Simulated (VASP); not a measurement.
A run of VASP 6.6.1:

INCAR

```
  ALGO = Normal
  EDIFF = 1E-8
  ENCUT = 520
  GGA = PS
  ISIF = 2
  ISMEAR = -1
  LASPH = True
  LCHARG = False
  LEFG = True
  LREAL = False
  LWAVE = False
  NBANDS = 13
  NELM = 80
  PREC = Accurate
  SIGMA = 0.05
```

File KPOINTS:

```
k-points
0
Gamma
  14 14 14
```

POSCAR

```
W
1.0
    0.0406000000      2.0503000000      2.0503000000
    2.0503000000      0.0406000000      2.0503000000
    2.0503000000      2.0503000000      0.0406000000
W
1
Direct
    0.0000000000      0.0000000000      0.0000000000
```

Potentials or basis: VASP PAW PBE potentials, release 64 (W_sv).

Launch:

```console
$ cat potpaw_PBE.64/W_sv/POTCAR > POTCAR
$ mpirun -np 1 vasp_std > vasp.out
```

Hardware: 1 thread of Intel Xeon 8259CL, on a shared host.

Task: How long does it take, and how much memory?

Result: Wall time 66 s on 1 thread of Intel Xeon 8259CL (shared host), peak memory 0.19 GiB. Counts: scf iterations 14, k points 288.
